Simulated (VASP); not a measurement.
# Ba3Ti3HO9 in VASP: single point with PBE

Aim: the single point of Ba3Ti3HO9 with PBE.

All numbers are computed with VASP 6.6.1; they aren't measurements. Logs are shortened: lines on timing, memory, paths and dates and some standing lists are left out, and cuts for length are marked.

## 1. The cell of the first run

The cell holds a slab with vacuum, 16 atoms: a = 5.655 Å, b = 6.955 Å, c = 17.066 Å, α = 90.00°, β = 90.00°, γ = 90.00°.

## 2. Single point, PBE, collinear spin

INCAR reads:

```
PREC = Accurate
ENCUT = 520
EDIFF = 1E-7
ISMEAR = -1
SIGMA = 0.05
LREAL = Auto
LASPH = T
NELM = 150
ALGO = Normal
ISIF = 2
LWAVE = F
LCHARG = T
ISPIN = 2
MAGMOM = 0 0 0 0 -0.24 0 0 0 0 0 0 0 0 0 0 0
LORBIT = 11
LMAXMIX = 4
GGA = PE
LELF = T
LVHAR = T
NBANDS = 78
```

KPOINTS reads:

```
Automatic mesh
0
Gamma
  2 2 1
```

POSCAR reads:

```
Ba3Ti3HO9
1.0
    5.6547330000      0.0000000000      0.0000000000
    0.0000000000      6.9551800000      0.0000000000
    0.0000000000      0.0000000000     17.0664240000
Ba Ti O H
3 3 9 1
Direct
    0.0000000000      0.0000000000      0.0585945831
   -0.0016623243      0.3274106493      0.2661131588
    0.4547164296      0.6312129952      0.1392090106
    0.4643013207      0.1392774881      0.1542268023
    0.0000000000      0.4845021984      0.0585945831
    0.9717169670      0.8107913814      0.2396284072
    0.7664376019      0.0049028206      0.2025204577
    0.5000059242      0.0115597296      0.0602996855
    0.2465545234     -0.0335145891      0.1948152700
    0.1238608437      0.2927170828      0.1297635638
    0.6149008273      0.3529743299      0.1963856049
    0.7466842378      0.3789118326      0.0226233686
    0.2346883575      0.6301921733      0.2934592507
   -0.0059065565      0.6836631115      0.1341288603
    0.7625647400      0.6634479625      0.2895978677
    0.3870916629      0.6602560969      0.3076801561
```

Potentials or basis: VASP PAW PBE potentials, release 64 (Ba_sv, Ti_sv, O, H).

Run with:

```sh
$ cat potpaw_PBE.64/Ba_sv/POTCAR potpaw_PBE.64/Ti_sv/POTCAR potpaw_PBE.64/O/POTCAR potpaw_PBE.64/H/POTCAR > POTCAR
$ mpirun -np 1 vasp_std > vasp.out
```

OUTCAR:

```text
PREC = Accurate
   ENCUT = 520
   EDIFF = 1E-7
   ISMEAR = -1
   LREAL = Auto
   LASPH = T
   NELM = 150
   ISIF = 2
   ISPIN = 2
   LORBIT = 11
   GGA = PE

 ion  position               nearest neighbor table
   1  0.000  0.000  0.059-  10 2.47  14 2.55   9 2.72   7 2.79   8 2.83   8 2.83  12 3.06   4 3.24
                             6 3.36   5 3.37   4 3.57   5 3.59   3 3.88   2 4.21   3 4.24
   2  0.998  0.327  0.266-  10 2.44  11 2.48  13 2.54  15 2.72   7 2.82   9 3.12  14 3.35   6 3.40
                             4 3.51   6 3.62   5 3.71   4 3.80   3 3.98   1 4.21   3 4.31
   3  0.455  0.631  0.139-  11 2.35  14 2.63   9 2.78  13 2.91   8 2.98  10 3.01  14 3.07   5 3.09
                            15 3.11  12 3.12   7 3.32   4 3.43   6 3.46   5 3.53   4 3.54   6 3.61
   4  0.464  0.139  0.154-   8 1.84   9 1.85  11 1.86   7 2.11  10 2.24   1 3.24   3 3.43   2 3.51
                             3 3.54   1 3.57   2 3.80
   5  0.000  0.485  0.059-  12 1.72  14 1.89  10 1.94   3 3.09   1 3.37   3 3.53   1 3.59   2 3.71

   6  0.972  0.811  0.240-  15 1.78   7 1.89  14 2.01   9 2.04  13 2.15   1 3.36   2 3.40   3 3.46
                             3 3.61   2 3.62
   7  0.766  0.005  0.203-   6 1.89   4 2.11   1 2.79   2 2.82   3 3.32
   8  0.500  0.012  0.060-   4 1.84   1 2.83   1 2.83   3 2.98
   9  0.247  0.966  0.195-   4 1.85   6 2.04   1 2.72   3 2.78   2 3.12
  10  0.124  0.293  0.130-   5 1.94   4 2.24   2 2.44   1 2.47   3 3.01
  11  0.615  0.353  0.196-   4 1.86   3 2.35   2 2.48
  12  0.747  0.379  0.023-   5 1.72   1 3.06   3 3.12
  13  0.235  0.630  0.293-  16 0.92   6 2.15   2 2.54   3 2.91
  14  0.994  0.684  0.134-   5 1.89   6 2.01   1 2.55   3 2.63   3 3.07   2 3.35
  15  0.763  0.663  0.290-   6 1.78   2 2.72   3 3.11
  16  0.387  0.660  0.308-  13 0.92

  LATTYP: Found a simple orthorhombic cell.
 ALAT       =     5.6547330000
 B/A-ratio  =     1.2299749608
 C/A-ratio  =     3.0180777766

  Lattice vectors:

 A1 = (   5.6547330000,   0.0000000000,   0.0000000000)
 A2 = (   0.0000000000,   6.9551800000,   0.0000000000)
 A3 = (   0.0000000000,   0.0000000000,  17.0664240000)

Analysis of symmetry for initial positions (statically):
=====================================================================
 Subroutine PRICEL returns:
 Original cell was already a primitive cell.

 Routine SETGRP: Setting up the symmetry group for a
 simple orthorhombic supercell.

 Subroutine GETGRP returns: Found  1 space group operations
 (whereof  1 operations were pure point group operations)
 out of a pool of  8 trial point group operations.

The static configuration has the point symmetry C_1 .

Analysis of symmetry for dynamics (positions and initial velocities):
=====================================================================
 Subroutine PRICEL returns:
 Original cell was already a primitive cell.

 Routine SETGRP: Setting up the symmetry group for a
 simple orthorhombic supercell.

 Subroutine GETGRP returns: Found  1 space group operations
 (whereof  1 operations were pure point group operations)
 out of a pool of  8 trial point group operations.

The dynamic configuration has the point symmetry C_1 .

Analysis of structural, dynamic, and magnetic symmetry:
=====================================================================
 Subroutine PRICEL returns:
 Original cell was already a primitive cell.

 Routine SETGRP: Setting up the symmetry group for a
 simple orthorhombic supercell.

 Subroutine GETGRP returns: Found  1 space group operations
 (whereof  1 operations were pure point group operations)
 out of a pool of  8 trial point group operations.

The overall configuration has the point symmetry C_1 .

 Subroutine INISYM returns: Found  1 space group operations
 (whereof  1 operations are pure point group operations),
 and found     1 'primitive' translations

----------------------------------------------------------------------------------------

                                     Primitive cell

  volume of cell :     671.2171

  direct lattice vectors                    reciprocal lattice vectors
     5.654733000  0.000000000  0.000000000     0.176843009  0.000000000  0.000000000
     0.000000000  6.955180000  0.000000000     0.000000000  0.143777731  0.000000000
[... 79 lines left out ...]
   ions per type =               3   3   9   1
   NGX,Y,Z   is equivalent  to a cutoff of  12.35, 12.91, 12.47 a.u.
   NGXF,Y,Z  is equivalent  to a cutoff of  24.70, 25.81, 24.94 a.u.
 SYSTEM =  unknown system
   PREC   = accura    normal or accurate (medium, high low for compatibility)
   ISTART =      0    job   : 0-new  1-cont  2-samecut
   ICHARG =      2    charge: 1-file 2-atom 10-const
   ISPIN  =      2    spin polarized calculation?
   LNONCOLLINEAR =      F non collinear calculations
   LSORBIT =      F    spin-orbit coupling
   LASPH  =      T    aspherical Exc in radial PAW
   ENCUT  =  520.0 eV  38.22 Ry    6.18 a.u.  10.51 12.93 31.73*2*pi/ulx,y,z
   NELM   =    150;   NELMIN=  2; NELMDL= -5     # of ELM steps
   EDIFF  = 0.1E-06   stopping-criterion for ELM
   LREAL  =      T    real-space projection
   EDIFFG = 0.1E-05   stopping-criterion for IOM
   NSW    =      0    number of steps for IOM
   IBRION =     -1    ionic relax: 0-MD 1-quasi-New 2-CG
   NFREE  =      0    steps in history (QN), initial steepest desc. (CG)
   ISIF   =      2    stress and relaxation
   ISYM   =      2    0-nonsym 1-usesym 2-fastsym
   POTIM  = 0.5000    time-step for ionic-motion
   TEBEG  =    0.0;   TEEND  =   0.0 temperature during run
   PSTRESS=    0.0 pullay stress
   NELECT =     121.0000    total number of electrons
   NUPDOWN=      -1.0000    fix difference up-down
   EMIN   =  10.00;   EMAX   =-10.00  energy-range for DOS
   EFERMI =   0.00;   METHOD = LEGACY
   ISMEAR =    -1;   SIGMA  =   0.05  broadening in eV -4-tet -1-fermi 0-gaus
   EFERMI_NEDOS =   21; number of points for ismear=-14 and -15
   IALGO  =     38    algorithm
   IMIX   =      4    mixing-type and parameters
     AMIX     =   0.40;   BMIX     =  1.00
     AMIX_MAG =   1.60;   BMIX_MAG =  1.00
  volume/ion in A,a.u.               =      41.95       283.10
  Fermi-wavevector in a.u.,A,eV,Ry     =   0.924802  1.747623 11.636512  0.855259
  Thomas-Fermi vector in A             =   2.050588
   LORBIT       =     11    0 simple, 1 ext, 2 COOP (PROOUT), +10 PAW based schemes
   GGA     = PE    functional components
   LHFCALC =     F    Hartree Fock is set to
   AEXX    =    0.0000 exact exchange contribution
   IVDW    =     0    specifies the selected vdW correction
   LEPSILON=     F    determine dielectric tensor
   LRPA    =     F    only Hartree local field effects (RPA)
 spin polarized calculation
  energy-cutoff  :      520.00
  volume of cell :      671.22
 maximum number of plane-waves:     18118
   NGX = 21   NGY = 25   NGZ = 63

 number of electron     121.0000003 magnetization      -1.0000094

 Free energy of the ion-electron system (eV)
  ---------------------------------------------------
  ext. energy  EPLUGINS =         0.00000000
  ---------------------------------------------------
  free energy    TOTEN  =      -115.33854484 eV

  energy without entropy =     -115.33849938  energy(sigma->0) =     -115.33852211

 E-fermi :  -0.4966     XC(G=0):  -4.2610

 val. band max:       -0.9798763960   @ k =   0.5000   0.0000   0.0000
 cond. band min:      -0.0090028539   @ k =   0.5000   0.0000   0.0000
 fundamental gap:      0.9708735421
 Fermi energy:        -0.4965946823

 spin component 1

 k-point     1 :       0.0000    0.0000    0.0000
  band No.  band energies     occupation
      1     -58.7117      1.00000
      2     -58.3623      1.00000
      3     -58.2368      1.00000
      4     -35.1693      1.00000
      5     -34.9654      1.00000
      6     -34.9065      1.00000
[... 289 lines left out ...]
     71       1.8785      0.00000
     72       1.9954      0.00000
 Fermi energy:        -0.4965946823

 spin component 2

 k-point     1 :       0.0000    0.0000    0.0000
  band No.  band energies     occupation
      1     -58.7130      1.00000
      2     -58.6812      1.00000
      3     -58.3660      1.00000
      4     -35.1815      1.00000
      5     -35.1378      1.00000
      6     -35.0729      1.00000
[... 289 lines left out ...]
     71       1.8060      0.00000
     72       1.8454      0.00000
 [bands above 72 left out]

------------------------ aborting loop because EDIFF is reached ----------------------------------------

  FORCE on cell =-STRESS in cart. coord.  units (eV):
  Direction    XX          YY          ZZ          XY          YZ          ZX
  --------------------------------------------------------------------------------------
  -------------------------------------------------------------------------------------
  Total        4.5420563     12.1171989     -0.5033581      2.5969706     -0.3695366     -1.0655877
  in kB       10.8417675     28.9234311     -1.2015024      6.1988996     -0.8820741     -2.5435295
  external PRESSURE =      12.8545654 kB  Pullay stress =       0.0000000 kB

 VOLUME and BASIS-vectors are now :
 -----------------------------------------------------------------------------
  energy-cutoff  :      520.00
  volume of cell :      671.22
      direct lattice vectors                 reciprocal lattice vectors
     5.654733000  0.000000000  0.000000000     0.176843009  0.000000000  0.000000000
     0.000000000  6.955180000  0.000000000     0.000000000  0.143777731  0.000000000
     0.000000000  0.000000000 17.066424000     0.000000000  0.000000000  0.058594583

 POSITION                                       TOTAL-FORCE (eV/Angst)
 -----------------------------------------------------------------------------------
      0.00000      0.00000      1.00000        -1.021986      0.302169     -1.335242
      5.64533      2.27720      4.54160        -0.897344     -0.292137      1.310099
      2.57130      4.39020      2.37580         1.374962      1.534370      0.186968
      2.62550      0.96870      2.63210         1.440289     -1.651164     -0.448325
      0.00000      3.36980      1.00000        -0.945919     -1.779455      1.383948
      5.49480      5.63920      4.08960        -1.521323     -0.989973     -0.128845
[... 8 lines left out ...]
      4.31210      4.61440      4.94240         0.901621      0.874055     -0.701706
      2.18890      4.59220      5.25100         3.388018      0.842386      0.781957
 -----------------------------------------------------------------------------------
    total drift:                               -0.005685      0.010880      0.001429

  FREE ENERGIE OF THE ION-ELECTRON SYSTEM (eV)
  ---------------------------------------------------
  free  energy   TOTEN  =      -115.3385448356 eV

  energy  without entropy=     -115.3384993805  energy(sigma->0) =     -115.33852211

 total charge

# of ion       s       p       d       tot
------------------------------------------
    1        2.012   5.617   0.364   7.993
    2        2.013   5.612   0.371   7.995
    3        2.012   5.624   0.392   8.027
    4        2.219   6.259   1.889  10.367
    5        2.241   6.201   2.073  10.516
    6        2.208   6.256   1.862  10.326
[... 8 lines left out ...]
   15        1.582   3.377   0.000   4.959
   16        0.674   0.176   0.000   0.850
--------------------------------------------------
tot         27.536  66.798   6.951 101.286

 magnetization (x)

# of ion       s       p       d       tot
------------------------------------------
    1       -0.002  -0.004  -0.008  -0.014
    2        0.000   0.000   0.000   0.000
    3       -0.002  -0.005  -0.014  -0.021
    4       -0.000  -0.000  -0.003  -0.004
    5       -0.044  -0.022  -0.425  -0.491
    6        0.000   0.000  -0.001  -0.001
[... 8 lines left out ...]
   15       -0.000  -0.000   0.000  -0.000
   16       -0.000  -0.000   0.000  -0.000
--------------------------------------------------
tot         -0.050   0.019  -0.451  -0.482
```

Run time: 21 min. Hardware: 1 thread of Intel Xeon Platinum 8488C (Sapphire Rapids), shared host; peak memory 1 GiB.

What came out:

```
Free energy                                           : -115.3385 eV
Largest force                                         : 3.669 eV/Å
Band gap on the k mesh                                : 0.97 eV
Net moment                                            : -1.00 μB per cell
Site moments                                          : Ba -0.01, +0.00, -0.02; Ti -0.00, -0.49 (each value once); O -0.00, +0.00, +0.01, +0.03 (each value once); H -0.00 μB
Valence electrons inside the program's atomic spheres : Ba 7.99, 8.00, 8.03; Ti 10.37, 10.52, 10.33; O 5.00, 4.96, 5.04, 4.95, 5.16, 5.06 (each value once); H 0.85
```

Forces in eV/Å, atoms in the order of the input:
```
Ba  -1.022  0.302 -1.335
Ba  -0.897 -0.292  1.310
Ba   1.375  1.534  0.187
Ti   1.440 -1.651 -0.448
Ti  -0.946 -1.779  1.384
Ti  -1.521 -0.990 -0.129
O    0.146 -0.747  0.097
O   -0.010  0.667  1.032
O    0.266  0.448  1.432
O    1.692  1.487 -2.086
O   -1.119 -1.193 -0.159
O    0.884  1.035  0.061
O   -3.447  0.136 -1.251
O   -1.130 -0.673 -0.174
O    0.902  0.874 -0.702
H    3.388  0.842  0.782
```

Levels at points of the mesh, in eV from the valence-band top:
Spin up:
| k point | band 56 | band 57 | band 58 | band 59 | band 60 | band 61 | band 62 | band 63 | band 64 | band 65 |
| --- | --- | --- | --- | --- | --- | --- | --- | --- | --- | --- |
| (0.00, 0.00, 0.00) | -2.11 | -1.98 | -1.80 | -1.70 | -1.53 | 1.14 | 1.28 | 1.33 | 1.45 | 1.65 |
| (0.50, 0.00, 0.00) | -2.28 | -2.15 | -1.92 | -1.84 | -1.76 | 1.17 | 1.36 | 1.42 | 1.58 | 1.86 |
| (0.00, 0.50, 0.00) | -2.18 | -2.04 | -1.95 | -1.72 | -1.53 | 1.23 | 1.30 | 1.35 | 1.51 | 1.60 |
| (0.50, 0.50, 0.00) | -2.36 | -2.19 | -2.04 | -1.91 | -1.63 | 1.22 | 1.32 | 1.39 | 1.54 | 1.96 |
Spin down:
| k point | band 57 | band 58 | band 59 | band 60 | band 61 | band 62 | band 63 | band 64 | band 65 | band 66 |
| --- | --- | --- | --- | --- | --- | --- | --- | --- | --- | --- |
| (0.00, 0.00, 0.00) | -1.98 | -1.80 | -1.70 | -1.53 | -0.05 | 1.04 | 1.11 | 1.32 | 1.61 | 1.83 |
| (0.50, 0.00, 0.00) | -2.16 | -1.93 | -1.84 | -1.77 | 0.00 | 0.97 | 1.20 | 1.49 | 1.74 | 1.96 |
| (0.00, 0.50, 0.00) | -2.04 | -1.95 | -1.72 | -1.53 | -0.03 | 1.01 | 1.15 | 1.40 | 1.57 | 1.72 |
| (0.50, 0.50, 0.00) | -2.19 | -2.04 | -1.91 | -1.64 | -0.02 | 0.98 | 1.15 | 1.45 | 1.90 | 1.96 |

Caveat: the k points lie up to 0.56 Å⁻¹ apart; there is no dipole correction, which matters where the two faces differ; spin-orbit coupling is left out, which moves the levels of the heavy elements.
